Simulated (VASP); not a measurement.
# ReS2 in VASP: further runs

The runs below take ReS2 through single point, with LDA.

Everything below comes from runs of VASP 6.6.1. Logs are shortened: lines on timing, memory, paths and dates and some standing lists are left out, and cuts for length are marked.

### 1 The cell of the first run

The cell holds a sheet with vacuum, 24 atoms: a = 6.293 Å, b = 6.398 Å, c = 23.000 Å, α = 90.00°, β = 90.00°, γ = 61.24°.

### 2 Single point, LDA

INCAR

```
SYSTEM = ReS2
ALGO     = Normal         ! electronic algorithm
EDIFF    = 1E-7           ! SCF threshold, eV
ENCUT    = 520            ! plane-wave cutoff, eV
GGA      = CA             ! functional
ISIF     = 2              ! what is computed and relaxed
ISMEAR   = 0              ! smearing method
LASPH    = .TRUE.         ! aspherical terms in the spheres
LCHARG   = .FALSE.        ! write CHGCAR
LREAL    = Auto         
LWAVE    = .FALSE.        ! write WAVECAR
NBANDS   = 94             ! bands
NELM     = 80             ! most SCF steps
PREC     = Accurate       ! precision mode
SIGMA    = 0.01           ! smearing width, eV
```

KPOINTS

```
k-points
0
G
  4 4 1
  0 0 0
```

POSCAR

```
ReS2
1.0
    6.2934596617     -0.0069904826      0.0000000000
    3.0843462120      5.6053681514      0.0000000000
    0.0000000000      0.0000000000     23.0000000000
Re S
8 16
Direct
    0.1233510783      0.2015021842      0.3637654078
    0.2460075963      0.5761591986      0.3685884265
    0.6965808089      0.1743396860      0.3656183154
    0.6726806567      0.6032433008      0.3668631711
    0.4514719789      0.5609839348      0.6314114868
    0.5741286338      0.9356408492      0.6362345868
    1.0247991180      0.5338998113      0.6331368497
    1.0008988610      0.9628034552      0.6343817662
    0.8684721682      0.7928818025      0.3152638924
    0.3297700690      0.8243606064      0.3080114359
    0.0397070182      0.9536119673      0.4243820253
    0.0011350446      0.4929330700      0.4339319315
    0.5008849055      0.9845941709      0.4173565425
    0.8290482432      0.3307653134      0.2908008356
    0.5400999262      0.4468024414      0.4416108386
    0.3688639137      0.2837191528      0.2984943664
    1.1965946839      1.1525491047      0.5826435072
    0.6577725930      1.1835312804      0.5756180197
    0.3677094620      1.3127826291      0.6919885874
    0.3286158010      0.8534241139      0.7015055829
    0.8290071446      1.3442619960      0.6847361276
    1.1573795087      0.6903411620      0.5583891121
    0.8684310723      0.8063778627      0.7091991680
    0.6963448660      0.6442100570      0.5660680163
```

Potentials or basis: VASP PAW LDA potentials, release 64 (Re, S).

Run with:

```bash
$ cat potpaw_LDA.64/Re/POTCAR potpaw_LDA.64/S/POTCAR > POTCAR
$ mpirun -np 1 vasp_std > vasp.out
```

OUTCAR:

```text
SYSTEM = ReS2
   EDIFF = 1E-7
   ENCUT = 520
   GGA = CA
   ISIF = 2
   ISMEAR = 0
   LASPH = .TRUE.
   LREAL = Auto
   NELM = 80
   PREC = Accurate

 ion  position               nearest neighbor table
   1  0.123  0.202  0.364-  12 2.30  14 2.34  11 2.35  16 2.39  13 2.43  10 2.48   4 2.76   3 2.77
                             2 2.85
   2  0.246  0.576  0.369-  16 2.30  15 2.34  10 2.36  12 2.39   9 2.43  11 2.48   3 2.76   4 2.77
                             1 2.85
   3  0.697  0.174  0.366-  15 2.33  14 2.34  11 2.36  16 2.40  13 2.42   9 2.43   4 2.68   2 2.76
                             1 2.77
   4  0.673  0.603  0.367-  14 2.33  15 2.34  10 2.36  12 2.40   9 2.42  13 2.44   3 2.68   1 2.76
                             2 2.77
   5  0.451  0.561  0.631-  20 2.30  22 2.34  19 2.36  24 2.39  21 2.43  18 2.48   8 2.76   7 2.77
                             6 2.85
   6  0.574  0.936  0.636-  24 2.30  23 2.34  18 2.35  20 2.39  17 2.43  19 2.48   7 2.76   8 2.77
                             5 2.85
   7  0.025  0.534  0.633-  23 2.33  22 2.34  19 2.36  24 2.40  21 2.42  17 2.44   8 2.68   6 2.76
                             5 2.77
   8  0.001  0.963  0.634-  22 2.33  23 2.34  18 2.36  20 2.40  17 2.42  21 2.43   7 2.68   5 2.76
                             6 2.77
   9  0.868  0.793  0.315-   4 2.42   2 2.43   3 2.43
  10  0.330  0.824  0.308-   2 2.36   4 2.36   1 2.48
  11  0.040  0.954  0.424-   1 2.35   3 2.36   2 2.48
  12  0.001  0.493  0.434-   1 2.30   2 2.39   4 2.40
  13  0.501  0.985  0.417-   3 2.42   1 2.43   4 2.44
  14  0.829  0.331  0.291-   4 2.33   1 2.34   3 2.34
[... 8 lines left out ...]
  23  0.868  0.806  0.709-   7 2.33   6 2.34   8 2.34
  24  0.696  0.644  0.566-   6 2.30   5 2.39   7 2.40

  LATTYP: Found a simple monoclinic cell.
 ALAT       =     6.2934635441
 B/A-ratio  =     3.6545854026
 C/A-ratio  =     1.0165971552
 COS(beta)  =    -0.4811125348

  Lattice vectors:

 A1 = (   6.2934596617,  -0.0069904826,   0.0000000000)
 A2 = (   0.0000000000,   0.0000000000,  23.0000000000)
 A3 = (  -3.0843462120,  -5.6053681514,   0.0000000000)

Analysis of symmetry for initial positions (statically):
=====================================================================
 Subroutine PRICEL returns:
 Original cell was already a primitive cell.

 Routine SETGRP: Setting up the symmetry group for a
 simple monoclinic supercell.

 Subroutine GETGRP returns: Found  2 space group operations
 (whereof  1 operations were pure point group operations)
 out of a pool of  4 trial point group operations.

The static configuration has the point symmetry C_1 .
 The point group associated with its full space group is S_2 .

Analysis of symmetry for dynamics (positions and initial velocities):
=====================================================================
 Subroutine PRICEL returns:
 Original cell was already a primitive cell.

 Routine SETGRP: Setting up the symmetry group for a
 simple monoclinic supercell.

 Subroutine GETGRP returns: Found  2 space group operations
 (whereof  1 operations were pure point group operations)
 out of a pool of  4 trial point group operations.

The dynamic configuration has the point symmetry C_1 .
 The point group associated with its full space group is S_2 .

 Subroutine INISYM returns: Found  2 space group operations
 (whereof  1 operations are pure point group operations),
 and found     1 'primitive' translations

----------------------------------------------------------------------------------------

                                     Primitive cell

  volume of cell :     811.8705

  direct lattice vectors                    reciprocal lattice vectors
     6.293459662 -0.006990483  0.000000000     0.158798060 -0.087378417  0.000000000
     3.084346212  5.605368151  0.000000000     0.000198038  0.178291444  0.000000000
     0.000000000  0.000000000 23.000000000     0.000000000  0.000000000  0.043478261

  length of vectors
     6.293463544  6.397917135 23.000000000     0.181250687  0.178291554  0.043478261

  position of ions in fractional coordinates (direct lattice)
     0.123351078  0.201502184  0.363765408
     0.246007596  0.576159199  0.368588426
     0.696580809  0.174339686  0.365618315
     0.672680657  0.603243301  0.366863171
     0.451471979  0.560983935  0.631411487
     0.574128634  0.935640849  0.636234587
[... 16 lines left out ...]
     0.868431072  0.806377863  0.709199168
     0.696344866  0.644210057  0.566068016

  ion indices of the primitive-cell ions
   primitive index   ion index
                 1           1
                 2           2
                 3           3
                 4           4
                 5           5
                 6           6
[... 16 lines left out ...]
                23          23
                24          24

----------------------------------------------------------------------------------------

 KPOINTS: k-points

Automatic generation of k-mesh.
 Grid dimensions read from file:
 generate k-points for:    4    4    1

 Generating k-lattice:

  Cartesian coordinates                     Fractional coordinates (reciprocal lattice)
     0.039699515 -0.021844604  0.000000000     0.250000000  0.000000000  0.000000000
     0.000049509  0.044572861  0.000000000     0.000000000  0.250000000  0.000000000
     0.000000000  0.000000000  0.043478261     0.000000000  0.000000000  1.000000000

  Length of vectors
     0.045312672  0.044572889  0.043478261

  Shift w.r.t. Gamma in fractional coordinates (k-lattice)
     0.000000000  0.000000000  0.000000000

 Subroutine IBZKPT returns following result:
 ===========================================

 Found     10 irreducible k-points:

 Following reciprocal coordinates:
            Coordinates               Weight
  0.000000  0.000000  0.000000      1.000000
  0.250000  0.000000  0.000000      2.000000
  0.500000  0.000000  0.000000      1.000000
  0.000000  0.250000  0.000000      2.000000
  0.250000  0.250000  0.000000      2.000000
  0.500000  0.250000  0.000000      2.000000
 -0.250000  0.250000  0.000000      2.000000
  0.000000  0.500000  0.000000      1.000000
  0.250000  0.500000  0.000000      2.000000
  0.500000  0.500000  0.000000      1.000000
   k-points           NKPTS =     10   k-points in BZ     NKDIM =     10   number of bands    NBANDS=     94
   number of dos      NEDOS =    301   number of ions     NIONS =     24
   total plane-waves  NPLWV = 414720
   dimension x,y,z NGX =    48 NGY =   48 NGZ =  180
   dimension x,y,z NGXF=    96 NGYF=   96 NGZF=  360
   ions per type =               8  16
   NGX,Y,Z   is equivalent  to a cutoff of  12.68, 12.47, 13.01 a.u.
   NGXF,Y,Z  is equivalent  to a cutoff of  25.36, 24.95, 26.02 a.u.
 SYSTEM =  ReS2
   PREC   = accura    normal or accurate (medium, high low for compatibility)
   ISTART =      0    job   : 0-new  1-cont  2-samecut
   ICHARG =      2    charge: 1-file 2-atom 10-const
   ISPIN  =      1    spin polarized calculation?
   LNONCOLLINEAR =      F non collinear calculations
   LSORBIT =      F    spin-orbit coupling
   LASPH  =      T    aspherical Exc in radial PAW
   ENCUT  =  520.0 eV  38.22 Ry    6.18 a.u.  11.70 11.90 42.76*2*pi/ulx,y,z
   NELM   =     80;   NELMIN=  2; NELMDL= -5     # of ELM steps
   EDIFF  = 0.1E-06   stopping-criterion for ELM
   LREAL  =      T    real-space projection
   EDIFFG = 0.1E-05   stopping-criterion for IOM
   NSW    =      0    number of steps for IOM
   IBRION =     -1    ionic relax: 0-MD 1-quasi-New 2-CG
   NFREE  =      0    steps in history (QN), initial steepest desc. (CG)
   ISIF   =      2    stress and relaxation
   ISYM   =      2    0-nonsym 1-usesym 2-fastsym
   POTIM  = 0.5000    time-step for ionic-motion
   TEBEG  =    0.0;   TEEND  =   0.0 temperature during run
   PSTRESS=    0.0 pullay stress
   NELECT =     152.0000    total number of electrons
   NUPDOWN=      -1.0000    fix difference up-down
   EMIN   =  10.00;   EMAX   =-10.00  energy-range for DOS
   EFERMI =   0.00;   METHOD = LEGACY
   ISMEAR =     0;   SIGMA  =   0.01  broadening in eV -4-tet -1-fermi 0-gaus
   EFERMI_NEDOS =   21; number of points for ismear=-14 and -15
   IALGO  =     38    algorithm
   IMIX   =      4    mixing-type and parameters
     AMIX     =   0.40;   BMIX     =  1.00
     AMIX_MAG =   1.60;   BMIX_MAG =  1.00
  volume/ion in A,a.u.               =      33.83       228.28
  Fermi-wavevector in a.u.,A,eV,Ry     =   0.936542  1.769807 11.933810  0.877110
  Thomas-Fermi vector in A             =   2.063562
   LORBIT       =      0    0 simple, 1 ext, 2 COOP (PROOUT), +10 PAW based schemes
   GGA     = CA    functional components
   LHFCALC =     F    Hartree Fock is set to
   AEXX    =    0.0000 exact exchange contribution
   IVDW    =     0    specifies the selected vdW correction
   LEPSILON=     F    determine dielectric tensor
   LRPA    =     F    only Hartree local field effects (RPA)
 non-spin polarized calculation
 Gauss-broadening in eV      SIGMA  =   0.01
  energy-cutoff  :      520.00
  volume of cell :      811.87
 maximum number of plane-waves:     21894
 NGX is ok and might be reduce to    48
   NGX = 23   NGY = 23   NGZ = 85

 number of electron     152.0000003 magnetization

 Free energy of the ion-electron system (eV)
  ---------------------------------------------------
  ext. energy  EPLUGINS =         0.00000000
  ---------------------------------------------------
  free energy    TOTEN  =      -199.99706567 eV

  energy without entropy =     -199.99706567  energy(sigma->0) =     -199.99706567

 E-fermi :   0.1437     XC(G=0):  -6.2352

 val. band max:        0.0489245656   @ k =   0.0000   0.0000   0.0000
 cond. band min:       1.4816304466   @ k =   0.0000   0.0000   0.0000
 fundamental gap:      1.4327058810
 Fermi energy:         0.1436716719

 k-point     1 :       0.0000    0.0000    0.0000
  band No.  band energies     occupation
      1     -14.9614      2.00000
      2     -14.8729      2.00000
      3     -13.4942      2.00000
      4     -13.3443      2.00000
      5     -13.0382      2.00000
      6     -13.0002      2.00000
[... 899 lines left out ...]
     87       2.5212      0.00000
     88       2.6676      0.00000
 [bands above 88 left out]

------------------------ aborting loop because EDIFF is reached ----------------------------------------

  FORCE on cell =-STRESS in cart. coord.  units (eV):
  Direction    XX          YY          ZZ          XY          YZ          ZX
  --------------------------------------------------------------------------------------
  -------------------------------------------------------------------------------------
  Total        2.6657744      2.7481223      2.5541361     -0.0410697     -0.1024470     -0.0008600
  in kB        5.2607442      5.4232528      5.0404328     -0.0810486     -0.2021729     -0.0016972
  external PRESSURE =       5.2414766 kB  Pullay stress =       0.0000000 kB

 VOLUME and BASIS-vectors are now :
 -----------------------------------------------------------------------------
  energy-cutoff  :      520.00
  volume of cell :      811.87
      direct lattice vectors                 reciprocal lattice vectors
     6.293459662 -0.006990483  0.000000000     0.158798060 -0.087378417  0.000000000
     3.084346212  5.605368151  0.000000000     0.000198038  0.178291444  0.000000000
     0.000000000  0.000000000 23.000000000     0.000000000  0.000000000  0.043478261

 POSITION                                       TOTAL-FORCE (eV/Angst)
 -----------------------------------------------------------------------------------
      1.39781      1.12863      8.36660         0.023732     -0.023087     -0.018695
      3.32531      3.22786      8.47753        -0.020498      0.022644      0.012668
      4.92163      0.97237      8.40922        -0.012939     -0.044306     -0.009225
      6.09410      3.37670      8.43785         0.014757      0.047408      0.009633
      4.57159      3.14137     14.52246         0.020498     -0.022644     -0.012668
      6.49910      5.24060     14.63340        -0.023732      0.023087      0.018695
[... 16 lines left out ...]
      7.95258      4.51397     16.31158        -0.001047     -0.001179      0.164554
      6.36939      3.60617     13.01956        -0.000635     -0.033874     -0.135624
 -----------------------------------------------------------------------------------
    total drift:                                0.000622     -0.004675      0.013133

  FREE ENERGIE OF THE ION-ELECTRON SYSTEM (eV)
  ---------------------------------------------------
  free  energy   TOTEN  =      -199.9970656656 eV

  energy  without entropy=     -199.9970656656  energy(sigma->0) =     -199.99706567
```

Wall time 29 min (1 thread of Intel Xeon 6975P-C (Granite Rapids), shared host); peak memory 0.82 GiB.

What came out:

| Quantity | Value |
| --- | --- |
| Free energy | -199.9971 eV |
| Largest force | 0.168 eV/Å |
| Band gap on the k mesh | 1.43 eV |

Forces on the atoms (eV/Å):
```
Re   0.024 -0.023 -0.019
Re  -0.020  0.023  0.013
Re  -0.013 -0.044 -0.009
Re   0.015  0.047  0.010
Re   0.020 -0.023 -0.013
Re  -0.024  0.023  0.019
Re  -0.015 -0.047 -0.010
Re   0.013  0.044  0.009
S    0.006  0.009 -0.072
S   -0.006  0.046 -0.091
S    0.006 -0.042  0.085
S    0.001  0.034  0.136
S   -0.007 -0.008  0.070
S    0.001  0.001 -0.165
S   -0.001  0.004  0.167
S   -0.003 -0.032 -0.129
S    0.007  0.008 -0.070
S   -0.006  0.042 -0.085
S    0.006 -0.046  0.091
S    0.003  0.032  0.129
S   -0.006 -0.009  0.072
S    0.001 -0.004 -0.167
S   -0.001 -0.001  0.165
S   -0.001 -0.034 -0.136
```

Caveat: spin-orbit coupling is left out, which moves the levels of the heavy elements.

[end of part 1 of 2]
